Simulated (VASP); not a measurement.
# TiTe2 (P-3m1) in VASP: relaxation of cell and atoms with r2SCAN

Aim: the relaxation of cell and atoms of TiTe2 with r2SCAN.

Program: VASP 6.6.1. These are calculated values, not measurements. Logs are shortened: lines on timing, memory, paths and dates and some standing lists are left out, and cuts for length are marked.

**1. The cell of the first run**

It takes space group P-3m1 (No. 164, trigonal). The conventional cell has a = 3.777 Å, b = 3.777 Å, c = 6.498 Å, α = 90.00°, β = 90.00°, γ = 120.00°. Within 3.7 Å of Ti (site symmetry -3m) lie 6 Te at 2.77 Å. Te (site symmetry 3m) has 3 Ti at 2.77 Å within 3.7 Å.

**2. Relaxation of cell and atoms, r2SCAN**

The input, POSCAR:

```
TiTe2
1.0
    3.7770000000      0.0000000000      0.0000000000
   -1.8885000000      3.2709779500      0.0000000000
    0.0000000000      0.0000000000      6.4980000000
Ti Te
1 2
Direct
    0.0000000000      0.0000000000      0.0000000000
    0.6666666700      0.3333333300      0.2628000000
    0.3333333300      0.6666666700      0.7372000000
```

The input, INCAR.step1:

```
PREC = Accurate
ENCUT = 600
ISMEAR = -1
SIGMA = 0.1
LREAL = F
LASPH = T
NELM = 80
GGA = PE
ALGO = Normal
EDIFF = 1E-4
LWAVE = T
LCHARG = F
```

The input, INCAR.step2:

```
PREC = Accurate
ENCUT = 600
EDIFF = 1E-6
ISMEAR = -1
SIGMA = 0.1
LREAL = F
LASPH = T
NELM = 80
ALGO = Normal
ISIF = 3
LWAVE = F
LCHARG = F
METAGGA = R2SCAN
LMIXTAU = T
IBRION = 2
NSW = 80
EDIFFG = -0.01
ISTART = 1
```

The input, KPOINTS:

```
regular mesh
0
Gamma
  10 10 5
```

Potentials or basis: VASP PAW PBE potentials, release 64 (Ti_sv, Te).

Run with:

```sh
$ cat potpaw_PBE.64/Ti_sv/POTCAR potpaw_PBE.64/Te/POTCAR > POTCAR
$ cp INCAR.step1 INCAR
$ mpirun -np 1 vasp_std > vasp.out
$ cp INCAR.step2 INCAR
$ mpirun -np 1 vasp_std > vasp.out
```

OUTCAR:

```text
PREC = Accurate
   ENCUT = 600
   EDIFF = 1E-6
   ISMEAR = -1
   LREAL = F
   LASPH = T
   NELM = 80
   ISIF = 3
   METAGGA = R2SCAN
   IBRION = 2
   NSW = 80
   EDIFFG = -0.01
   ISTART = 1

 ion  position               nearest neighbor table
   1  0.000  0.000  0.000-   2 2.77   3 2.77   3 2.77   2 2.77   2 2.77   3 2.77
   2  0.667  0.333  0.263-   1 2.77   1 2.77   1 2.77
   3  0.333  0.667  0.737-   1 2.77   1 2.77   1 2.77

  LATTYP: Found a hexagonal cell.
 ALAT       =     3.7770000000
 C/A-ratio  =     1.7204130262

  Lattice vectors:

 A1 = (   3.7770000000,   0.0000000000,   0.0000000000)
 A2 = (  -1.8885000000,   3.2709779500,   0.0000000000)
 A3 = (   0.0000000000,   0.0000000000,   6.4980000000)

Analysis of symmetry for initial positions (statically):
=====================================================================
 Subroutine PRICEL returns:
 Original cell was already a primitive cell.

 Routine SETGRP: Setting up the symmetry group for a
 hexagonal supercell.

 Subroutine GETGRP returns: Found 12 space group operations
 (whereof 12 operations were pure point group operations)
 out of a pool of 24 trial point group operations.

The static configuration has the point symmetry D_3d.

Analysis of symmetry for dynamics (positions and initial velocities):
=====================================================================
 Subroutine PRICEL returns:
 Original cell was already a primitive cell.

 Routine SETGRP: Setting up the symmetry group for a
 hexagonal supercell.

 Subroutine GETGRP returns: Found 12 space group operations
 (whereof 12 operations were pure point group operations)
 out of a pool of 24 trial point group operations.

The dynamic configuration has the point symmetry D_3d.

 Subroutine INISYM returns: Found 12 space group operations
 (whereof 12 operations are pure point group operations),
 and found     1 'primitive' translations

----------------------------------------------------------------------------------------

                                     Primitive cell

  volume of cell :      80.2794

  direct lattice vectors                    reciprocal lattice vectors
     3.777000000  0.000000000  0.000000000     0.264760392  0.152859484  0.000000000
    -1.888500000  3.270977950  0.000000000     0.000000000  0.305718967  0.000000000
     0.000000000  0.000000000  6.498000000     0.000000000  0.000000000  0.153893506

  length of vectors
     3.777000000  3.777000000  6.498000000     0.305718967  0.305718967  0.153893506

  position of ions in fractional coordinates (direct lattice)
     0.000000000  0.000000000  0.000000000
     0.666666670  0.333333330  0.262800000
     0.333333330  0.666666670  0.737200000

  ion indices of the primitive-cell ions
   primitive index   ion index
                 1           1
                 2           2
                 3           3

----------------------------------------------------------------------------------------

 KPOINTS: regular mesh

Automatic generation of k-mesh.
 Grid dimensions read from file:
 generate k-points for:   10   10    5

 Generating k-lattice:

  Cartesian coordinates                     Fractional coordinates (reciprocal lattice)
     0.026476039  0.015285948  0.000000000     0.100000000 -0.000000000  0.000000000
     0.000000000  0.030571897  0.000000000     0.000000000  0.100000000  0.000000000
     0.000000000  0.000000000  0.030778701     0.000000000  0.000000000  0.200000000

  Length of vectors
     0.030571897  0.030571897  0.030778701

  Shift w.r.t. Gamma in fractional coordinates (k-lattice)
     0.000000000  0.000000000  0.000000000

 Subroutine IBZKPT returns following result:
 ===========================================

 Found     58 irreducible k-points:

 Following reciprocal coordinates:
            Coordinates               Weight
  0.000000  0.000000  0.000000      1.000000
  0.100000  0.000000  0.000000      6.000000
  0.200000  0.000000  0.000000      6.000000
  0.300000  0.000000  0.000000      6.000000
  0.400000  0.000000  0.000000      6.000000
  0.500000  0.000000  0.000000      3.000000
[... 16 lines left out ...]
  0.000000  0.400000  0.200000      6.000000
  0.500000  0.000000  0.200000      6.000000
 [... further k-points ...]
   k-points           NKPTS =     58   k-points in BZ     NKDIM =     58   number of bands    NBANDS=     16
   number of dos      NEDOS =    301   number of ions     NIONS =      3
   total plane-waves  NPLWV =  48600
   dimension x,y,z NGX =    30 NGY =   30 NGZ =   54
   dimension x,y,z NGXF=    60 NGYF=   60 NGZF=  108
   ions per type =               1   2
   NGX,Y,Z   is equivalent  to a cutoff of  13.20, 13.20, 13.82 a.u.
   NGXF,Y,Z  is equivalent  to a cutoff of  26.41, 26.41, 27.63 a.u.
 SYSTEM =  unknown system
   PREC   = accura    normal or accurate (medium, high low for compatibility)
   ISTART =      1    job   : 0-new  1-cont  2-samecut
   ICHARG =      0    charge: 1-file 2-atom 10-const
   ISPIN  =      1    spin polarized calculation?
   LNONCOLLINEAR =      F non collinear calculations
   LSORBIT =      F    spin-orbit coupling
   LASPH  =      T    aspherical Exc in radial PAW
   ENCUT  =  600.0 eV  44.10 Ry    6.64 a.u.   7.54  7.54 12.98*2*pi/ulx,y,z
   NELM   =     80;   NELMIN=  2; NELMDL=  0     # of ELM steps
   EDIFF  = 0.1E-05   stopping-criterion for ELM
   LREAL  =      F    real-space projection
   EDIFFG = -.1E-01   stopping-criterion for IOM
   NSW    =     80    number of steps for IOM
   IBRION =      2    ionic relax: 0-MD 1-quasi-New 2-CG
   NFREE  =      1    steps in history (QN), initial steepest desc. (CG)
   ISIF   =      3    stress and relaxation
   ISYM   =      2    0-nonsym 1-usesym 2-fastsym
   POTIM  = 0.5000    time-step for ionic-motion
   TEBEG  =    0.0;   TEEND  =   0.0 temperature during run
   PSTRESS=    0.0 pullay stress
   NELECT =      24.0000    total number of electrons
   NUPDOWN=      -1.0000    fix difference up-down
   EMIN   =  10.00;   EMAX   =-10.00  energy-range for DOS
   EFERMI =   0.00;   METHOD = LEGACY
   ISMEAR =    -1;   SIGMA  =   0.10  broadening in eV -4-tet -1-fermi 0-gaus
   EFERMI_NEDOS =   21; number of points for ismear=-14 and -15
   IALGO  =     38    algorithm
   IMIX   =      4    mixing-type and parameters
     AMIX     =   0.40;   BMIX     =  1.00
     AMIX_MAG =   1.60;   BMIX_MAG =  1.00
  volume/ion in A,a.u.               =      26.76       180.58
  Fermi-wavevector in a.u.,A,eV,Ry     =   1.094655  2.068597 16.303438  1.198269
  Thomas-Fermi vector in A             =   2.230964
   LORBIT       =      0    0 simple, 1 ext, 2 COOP (PROOUT), +10 PAW based schemes
   METAGGA = R2SCAN    functional components
   LHFCALC =     F    Hartree Fock is set to
   AEXX    =    0.0000 exact exchange contribution
   IVDW    =     0    specifies the selected vdW correction
   LEPSILON=     F    determine dielectric tensor
   LRPA    =     F    only Hartree local field effects (RPA)
 conjugate gradient relaxation of ions
 non-spin polarized calculation
  energy-cutoff  :      600.00
  volume of cell :       80.28
 maximum number of plane-waves:      2706
   NGX = 15   NGY = 15   NGZ = 25

--------------------------------------- Ionic step        1  -------------------------------------------

 number of electron      24.0000002 magnetization

 Free energy of the ion-electron system (eV)
  ---------------------------------------------------
  ext. energy  EPLUGINS =         0.00000000
  ---------------------------------------------------
  free energy    TOTEN  =       -66.28197529 eV

  energy without entropy =      -66.24467404  energy(sigma->0) =      -66.26332466

------------------------ aborting loop because EDIFF is reached ----------------------------------------

  FORCE on cell =-STRESS in cart. coord.  units (eV):
  Direction    XX          YY          ZZ          XY          YZ          ZX
  --------------------------------------------------------------------------------------
  -------------------------------------------------------------------------------------
  Total        0.5925501      0.5925501      0.4668954     -0.0000000     -0.0000000      0.0000000
  in kB       11.8258224     11.8258224      9.3180686     -0.0000000     -0.0000000      0.0000000
  external PRESSURE =      10.9899045 kB  Pullay stress =       0.0000000 kB
[... 92 lines left out ...]
  FREE ENERGIE OF THE ION-ELECTRON SYSTEM (eV)
  ---------------------------------------------------
  free  energy   TOTEN  =       -66.2907905073 eV

  energy  without entropy=      -66.2533449059  energy(sigma->0) =      -66.27206771

 E-fermi :   6.2279     XC(G=0): -10.0697

 val. band max:        6.2251086238   @ k =   0.1000   0.1000   0.0000
 cond. band min:       6.2520410841   @ k =   0.4000   0.0000   0.2000
 fundamental gap:      0.0269324603
 Fermi energy:         6.2278654008

 k-point     1 :       0.0000    0.0000    0.0000
  band No.  band energies     occupation
      1     -53.8881      2.00000
      2     -29.0954      2.00000
      3     -29.0953      2.00000
      4     -29.0509      2.00000
      5      -6.5502      2.00000
      6      -5.0952      2.00000
[... 8 lines left out ...]
     15       7.0151      0.00076
     16       9.3174      0.00000
[... 420 lines left out ...]
  band No.  band energies     occupation
      1     -53.8856      2.00000
      2     -29.1324      2.00000
      3     -29.1039      2.00000
      4     -29.0420      2.00000
      5      -4.8302      2.00000
      6      -4.6688      2.00000
[... 8 lines left out ...]
     15       7.6898      0.00000
     16       8.9552      0.00000

 [... further k-points ...]

[... ionic steps 4 to 8 ...]

--------------------------------------- Ionic step        9  -------------------------------------------

 number of electron      24.0000002 magnetization

------------------------ aborting loop because EDIFF is reached ----------------------------------------

  FORCE on cell =-STRESS in cart. coord.  units (eV):
  Direction    XX          YY          ZZ          XY          YZ          ZX
  --------------------------------------------------------------------------------------
  -------------------------------------------------------------------------------------
  Total        0.3957273      0.3957273      0.4323084      0.0000000      0.0000000      0.0000000
  in kB        7.4565553      7.4565553      8.1458406      0.0000000      0.0000000      0.0000000
  external PRESSURE =       7.6863171 kB  Pullay stress =       0.0000000 kB
[... 59 lines left out ...]
  energy  without entropy=      -66.2728793820  energy(sigma->0) =      -66.29166650

--------------------------------------- Ionic step       11  -------------------------------------------

 number of electron      24.0000001 magnetization

 Free energy of the ion-electron system (eV)
  ---------------------------------------------------
  ext. energy  EPLUGINS =         0.00000000
  ---------------------------------------------------
  free energy    TOTEN  =       -66.31055517 eV

  energy without entropy =      -66.27283742  energy(sigma->0) =      -66.29169630

 E-fermi :   6.0158     XC(G=0):  -9.9632

 val. band max:        6.0003183013   @ k =   0.1000   0.0000   0.0000
 cond. band min:       6.0192377802   @ k =   0.1000   0.0000   0.2000
 fundamental gap:      0.0189194788
 Fermi energy:         6.0158066917

 k-point     1 :       0.0000    0.0000    0.0000
  band No.  band energies     occupation
      1     -54.0702      2.00000
      2     -29.2764      2.00000
      3     -29.2763      2.00000
      4     -29.2339      2.00000
      5      -6.7105      2.00000
      6      -5.3941      2.00000
[... 8 lines left out ...]
     15       6.8936      0.00031
     16       9.2084      0.00000
[... 420 lines left out ...]
  band No.  band energies     occupation
      1     -54.0674      2.00000
      2     -29.3157      2.00000
      3     -29.2854      2.00000
      4     -29.2245      2.00000
      5      -4.9755      2.00000
      6      -4.8559      2.00000
[... 8 lines left out ...]
     15       7.5480      0.00000
     16       8.7841      0.00000

 [... further k-points ...]

------------------------ aborting loop because EDIFF is reached ----------------------------------------

  FORCE on cell =-STRESS in cart. coord.  units (eV):
  Direction    XX          YY          ZZ          XY          YZ          ZX
  --------------------------------------------------------------------------------------
  -------------------------------------------------------------------------------------
  Total        0.0090078      0.0090078      0.0181471      0.0000000      0.0000000      0.0000000
  in kB        0.1684367      0.1684367      0.3393326      0.0000000      0.0000000      0.0000000
  external PRESSURE =       0.2254020 kB  Pullay stress =       0.0000000 kB
[... 18 lines left out ...]
  FREE ENERGIE OF THE ION-ELECTRON SYSTEM (eV)
  ---------------------------------------------------
  free  energy   TOTEN  =       -66.3105551737 eV

  energy  without entropy=      -66.2728374217  energy(sigma->0) =      -66.29169630

 reached required accuracy - stopping structural energy minimisation
```

Wall time 22 min (1 thread of Intel Xeon 6975P-C (Granite Rapids), shared host); peak memory 0.31 GiB.

Results:

| Quantity | Value |
| --- | --- |
| Free energy | -66.3106 eV |
| Relaxed volume | 28.56 Å³/atom |
| Relaxed cell | a = 3.810 Å, b = 3.810 Å, c = 6.817 Å, α = 90.00°, β = 90.00°, γ = 120.00° |
| Space group after relaxing (to 0.05 Å) | P-3m1 (No. 164) |
| Energy gained by relaxing | 9.5 meV/atom |
| Ionic steps | 11 |
| Pressure after relaxing | 0.0 GPa |
| Band gap on the k mesh | zero (band 12 reaches 6.41 eV, above the bottom of band 13 at 5.92 eV) |

The path:
```csv
step,energy change (eV),largest force (eV/Å),pressure (GPa),volume (Å³)
1,0.0000,0.1716,1.10,80.28
2,-0.0088,0.3048,-0.37,82.43
3,-0.0088,0.3052,-0.36,82.45
4,-0.0170,0.1655,-0.15,83.01
5,-0.0202,0.0034,0.12,83.68
6,-0.0237,0.0116,-0.02,84.28
7,-0.0275,0.0336,-0.27,85.58
8,-0.0278,0.0422,-0.34,85.99
9,-0.0261,0.1270,0.77,85.03
10,-0.0285,0.0156,0.04,85.65
11,-0.0286,0.0002,0.02,85.68
```

Final structure:
```xyz
3
Lattice="3.8096 0.0000 0.0000 -1.9048 3.2992 0.0000 0.0000 0.0000 6.8172" Properties=species:S:1:pos:R:3 pbc="T T T"
Ti    0.0000    0.0000    0.0000
Te    1.9048    1.0997    1.6947
Te    0.0000    2.1995    5.1224
```

Caveat: the PAW data sets were made with another functional, which shifts forces and pressure a little; spin-orbit coupling is left out, which moves the levels of the heavy elements.
